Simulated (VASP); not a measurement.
# TiC in VASP: relaxation of cell and atoms with PBEsol

Aim: the relaxation of cell and atoms of TiC with PBEsol.

Everything below comes from runs of VASP 6.6.1. Logs are shortened: lines on timing, memory, paths and dates and some standing lists are left out, and cuts for length are marked.

## (1) The cell of the first run

The typed cell holds 2 atoms: a = 3.036 Å, b = 3.036 Å, c = 3.036 Å, α = 60.00°, β = 60.00°, γ = 60.00°.

## (2) Relaxation of cell and atoms, PBEsol

Input file INCAR:

```
SYSTEM = TiC
PREC = Accurate
ENCUT = 600
EDIFF = 1E-7
ISMEAR = 0
SIGMA = 0.15
LREAL = .FALSE.
LASPH = .TRUE.
NELM = 80
ALGO = Normal
ISIF = 3
LWAVE = .FALSE.
LCHARG = .FALSE.
GGA = PS
IBRION = 2
NSW = 100
EDIFFG = -0.01
```

Input file KPOINTS:

```
Automatic mesh
0
G
  14 14 14
  0 0 0
```

Input file POSCAR:

```
TiC
1.0
    0.0000000000      2.1466854824      2.1466854824
    2.1466854824      0.0000000000      2.1466854824
    2.1466854824      2.1466854824      0.0000000000
Ti C
1 1
Direct
    0.0013739670      0.0014300661      0.0031672451
    0.4986260330      0.4985699339      0.4968327549
```

Potentials or basis: VASP PAW PBE potentials, release 64 (Ti_sv, C).

The run is started by

```console
cat potpaw_PBE.64/Ti_sv/POTCAR potpaw_PBE.64/C/POTCAR > POTCAR
mpirun -np 1 vasp_std > vasp.out
```

OUTCAR:

```text
SYSTEM = TiC
   PREC = Accurate
   ENCUT = 600
   EDIFF = 1E-7
   ISMEAR = 0
   LREAL = .FALSE.
   LASPH = .TRUE.
   NELM = 80
   ISIF = 3
   GGA = PS
   IBRION = 2
   NSW = 100
   EDIFFG = -0.01

 ion  position               nearest neighbor table
   1  0.001  0.001  0.003-   2 2.13   2 2.13   2 2.13   2 2.16   2 2.17   2 2.17
   2  0.499  0.499  0.497-   1 2.13   1 2.13   1 2.13   1 2.16   1 2.17   1 2.17

  LATTYP: Found a face centered cubic cell.
 ALAT       =     4.2933709648

  Lattice vectors:

 A1 = (   0.0000000000,   2.1466854824,   2.1466854824)
 A2 = (   2.1466854824,   0.0000000000,   2.1466854824)
 A3 = (   2.1466854824,   2.1466854824,   0.0000000000)

Analysis of symmetry for initial positions (statically):
=====================================================================
 Subroutine PRICEL returns:
 Original cell was already a primitive cell.

 Routine SETGRP: Setting up the symmetry group for a
 face centered cubic supercell.

 Subroutine GETGRP returns: Found  1 space group operations
 (whereof  1 operations were pure point group operations)
 out of a pool of 48 trial point group operations.

The static configuration has the point symmetry C_1 .

Analysis of symmetry for dynamics (positions and initial velocities):
=====================================================================
 Subroutine PRICEL returns:
 Original cell was already a primitive cell.

 Routine SETGRP: Setting up the symmetry group for a
 face centered cubic supercell.

 Subroutine GETGRP returns: Found  1 space group operations
 (whereof  1 operations were pure point group operations)
 out of a pool of 48 trial point group operations.

The dynamic configuration has the point symmetry C_1 .

 Subroutine INISYM returns: Found  1 space group operations
 (whereof  1 operations are pure point group operations),
 and found     1 'primitive' translations

----------------------------------------------------------------------------------------

                                     Primitive cell

  volume of cell :      19.7850

  direct lattice vectors                    reciprocal lattice vectors
     0.000000000  2.146685482  2.146685482    -0.232917213  0.232917213  0.232917213
     2.146685482  0.000000000  2.146685482     0.232917213 -0.232917213  0.232917213
     2.146685482  2.146685482  0.000000000     0.232917213  0.232917213 -0.232917213

  length of vectors
[... 96 lines left out ...]
   EFERMI =   0.00;   METHOD = LEGACY
   ISMEAR =     0;   SIGMA  =   0.15  broadening in eV -4-tet -1-fermi 0-gaus
   EFERMI_NEDOS =   21; number of points for ismear=-14 and -15
   IALGO  =     38    algorithm
   IMIX   =      4    mixing-type and parameters
     AMIX     =   0.40;   BMIX     =  1.00
     AMIX_MAG =   1.60;   BMIX_MAG =  1.00
  volume/ion in A,a.u.               =       9.89        66.76
  Fermi-wavevector in a.u.,A,eV,Ry     =   1.525234  2.882274 31.651750  2.326338
  Thomas-Fermi vector in A             =   2.633432
   LORBIT       =      0    0 simple, 1 ext, 2 COOP (PROOUT), +10 PAW based schemes
   GGA     = PS    functional components
   LHFCALC =     F    Hartree Fock is set to
   AEXX    =    0.0000 exact exchange contribution
   IVDW    =     0    specifies the selected vdW correction
   LEPSILON=     F    determine dielectric tensor
   LRPA    =     F    only Hartree local field effects (RPA)
 conjugate gradient relaxation of ions
 non-spin polarized calculation
 Gauss-broadening in eV      SIGMA  =   0.15
  energy-cutoff  :      600.00
  volume of cell :       19.78
 maximum number of plane-waves:       674
   NGX = 13   NGY = 13   NGZ = 13

--------------------------------------- Ionic step        1  -------------------------------------------

 number of electron      16.0000002 magnetization

 Free energy of the ion-electron system (eV)
  ---------------------------------------------------
  ext. energy  EPLUGINS =         0.00000000
  ---------------------------------------------------
  free energy    TOTEN  =       -19.79925338 eV

  energy without entropy =      -19.79577122  energy(sigma->0) =      -19.79751230

------------------------ aborting loop because EDIFF is reached ----------------------------------------

  FORCE on cell =-STRESS in cart. coord.  units (eV):
  Direction    XX          YY          ZZ          XY          YZ          ZX
  --------------------------------------------------------------------------------------
  -------------------------------------------------------------------------------------
  Total        0.0338655      0.0335083      0.0247587     -0.0124515     -0.0075893     -0.0076836
  in kB        2.7424149      2.7134877      2.0049473     -1.0083159     -0.6145797     -0.6222152
  external PRESSURE =       2.4869499 kB  Pullay stress =       0.0000000 kB
[... 131 lines left out ...]
--------------------------------------- Ionic step        5  -------------------------------------------

 number of electron      16.0000003 magnetization

 Free energy of the ion-electron system (eV)
  ---------------------------------------------------
  ext. energy  EPLUGINS =         0.00000000
  ---------------------------------------------------
  free energy    TOTEN  =       -19.80399556 eV

  energy without entropy =      -19.80047806  energy(sigma->0) =      -19.80223681

 E-fermi :   9.5977     XC(G=0): -12.9953

 val. band max:        9.5534520757   @ k =   0.0714   0.0714   0.0000
 cond. band min:       9.5995629916   @ k =   0.2857   0.3571   0.0000
 fundamental gap:      0.0461109159
 Fermi energy:         9.5977319181

 k-point     1 :       0.0000    0.0000    0.0000
  band No.  band energies     occupation
      1     -46.6444      2.00000
      2     -22.7574      2.00000
      3     -22.7573      2.00000
      4     -22.7570      2.00000
      5      -2.8783      2.00000
      6      10.2800      0.00000
      7      10.2813      0.00000
      8      10.2844      0.00000
      9      11.3457      0.00000
     10      11.3467      0.00000
     11      11.3494      0.00000
     12      11.3916      0.00000
[... 331 lines left out ...]
 k-point    24 :       0.0000    0.0000    0.4286
  band No.  band energies     occupation
      1     -46.5643      2.00000
      2     -23.2894      2.00000
      3     -22.8080      2.00000
      4     -22.8077      2.00000
      5       0.4009      2.00000
      6       4.0566      2.00000
      7       6.7311      2.00000
      8       6.7351      2.00000
      9      12.4943      0.00000
     10      12.4968      0.00000
     11      13.6418      0.00000
     12      17.8362      0.00000

 [... further k-points ...]
[... 5 lines left out ...]
  --------------------------------------------------------------------------------------
  -------------------------------------------------------------------------------------
  Total        0.0001514      0.0003537      0.0053019      0.0070963      0.0043272      0.0043807
  in kB        0.0122546      0.0286305      0.4291430      0.5743829      0.3502473      0.3545824
  external PRESSURE =       0.1566760 kB  Pullay stress =       0.0000000 kB
[... 17 lines left out ...]
  FREE ENERGIE OF THE ION-ELECTRON SYSTEM (eV)
  ---------------------------------------------------
  free  energy   TOTEN  =       -19.8039955556 eV

  energy  without entropy=      -19.8004780567  energy(sigma->0) =      -19.80223681

 reached required accuracy - stopping structural energy minimisation
```

OSZICAR:

```text
N       E                     dE             d eps       ncg     rms          rms(c)
DAV:   1     0.126164828439E+03    0.12616E+03   -0.92500E+03 33024   0.177E+03
DAV:   2    -0.144276478254E+02   -0.14059E+03   -0.13404E+03 33940   0.404E+02
[... 45 lines left out ...]
DAV:   4    -0.198039754368E+02   -0.69063E-06   -0.21630E-04 40152   0.152E-01    0.199E-02
DAV:   5    -0.198039926484E+02   -0.17212E-04   -0.30141E-05 43204   0.548E-02    0.495E-03
DAV:   6    -0.198039953140E+02   -0.26656E-05   -0.12601E-05 47824   0.208E-02    0.500E-03
DAV:   7    -0.198039953119E+02    0.21560E-08   -0.23828E-06 35208   0.163E-02    0.438E-03
DAV:   8    -0.198039955940E+02   -0.28213E-06   -0.55060E-07 33724   0.917E-03    0.425E-04
DAV:   9    -0.198039955556E+02    0.38430E-07   -0.18062E-08 17540   0.159E-03
   5 F= -.19803996E+02 E0= -.19802237E+02  d E =-.522292E-04
```

CONTCAR:

```text
TiC
   1.00000000000000
    -0.0005803412956970    2.1468683920440124    2.1466645203046335
     2.1468740275754570   -0.0005776481905301    2.1466618254422749
     2.1467367845763117    2.1467284545539544   -0.0004404222194631
  Ti              C
     1     1
Direct
     0.9999972593479447    0.9999968146021293    0.9999869943690657
     0.5000027406520553    0.5000031853978708    0.5000130056309343

  0.00000000E+00  0.00000000E+00  0.00000000E+00
  0.00000000E+00  0.00000000E+00  0.00000000E+00
```

It took 11 min on 1 thread of Intel Xeon Platinum 8375C at 2.90GHz (Ice Lake), shared host; peak memory 0.55 GiB.

Results:

```yaml
Free_energy: -19.8040 eV
Relaxed_volume: 9.90 Å³/atom
Relaxed_cell: a = 3.036 Å, b = 3.036 Å, c = 3.036 Å, α = 60.01°, β = 60.01°, γ = 60.02°
Space_group_after_relaxing_to_0.1_Å: Fm-3m (No. 225)
Energy_gained_by_relaxing: 2.4 meV/atom
Ionic_steps: 5
Pressure_after_relaxing: 0.0 GPa
Band_gap_on_the_k_mesh: zero (bands 8 and 9 overlap by 1.08 eV)
```

Step by step:
| step | energy change (eV) | largest force (eV/Å) | pressure (GPa) | volume (Å³) |
| --- | --- | --- | --- | --- |
| 1 | 0.0000 | 0.3117 | 0.25 | 19.78 |
| 2 | -0.0047 | 0.0018 | -0.44 | 19.83 |
| 3 | -0.0047 | 0.0042 | -0.45 | 19.83 |
| 4 | -0.0047 | 0.0083 | 0.62 | 19.75 |
| 5 | -0.0047 | 0.0010 | 0.02 | 19.79 |

Final structure:
```
Ti C
1.0
    -0.00058    2.14687    2.14666
     2.14687   -0.00058    2.14666
     2.14674    2.14673   -0.00044
Ti C
1 1
Direct
  0.00000 0.00000 0.99999
  0.50000 0.50000 0.50001
```

Levels at points of the mesh, in eV from the Fermi level:
| k point | band 5 | band 6 | band 7 | band 8 | band 9 | band 10 | band 11 | band 12 |
| --- | --- | --- | --- | --- | --- | --- | --- | --- |
| (0.00, 0.00, 0.00) | -12.48 | 0.68 | 0.68 | 0.69 | 1.75 | 1.75 | 1.75 | 1.79 |
| (0.50, 0.00, 0.00) | -8.83 | -5.98 | -2.97 | -2.97 | 3.03 | 3.04 | 4.27 | 8.32 |
| (0.00, 0.50, 0.00) | -8.83 | -5.98 | -2.97 | -2.97 | 3.03 | 3.04 | 4.27 | 8.32 |
| (0.00, 0.00, 0.50) | -8.83 | -5.98 | -2.97 | -2.97 | 3.03 | 3.04 | 4.27 | 8.32 |
| (0.50, 0.50, 0.50) | -8.82 | -5.98 | -2.97 | -2.97 | 3.04 | 3.04 | 4.27 | 8.31 |
| (0.50, 0.50, 0.00) | -10.15 | -3.45 | -1.74 | 0.01 | 0.01 | 2.84 | 3.66 | 3.66 |
| (0.00, 0.50, 0.50) | -10.15 | -3.45 | -1.74 | 0.01 | 0.01 | 2.84 | 3.66 | 3.66 |
| (0.50, 0.00, 0.50) | -10.15 | -3.45 | -1.74 | 0.01 | 0.01 | 2.84 | 3.66 | 3.66 |

Caveat: the PAW data sets were made with another functional, which shifts forces and pressure a little.

The gap in the log of VASP goes by the Fermi energy; the results here count the filled bands.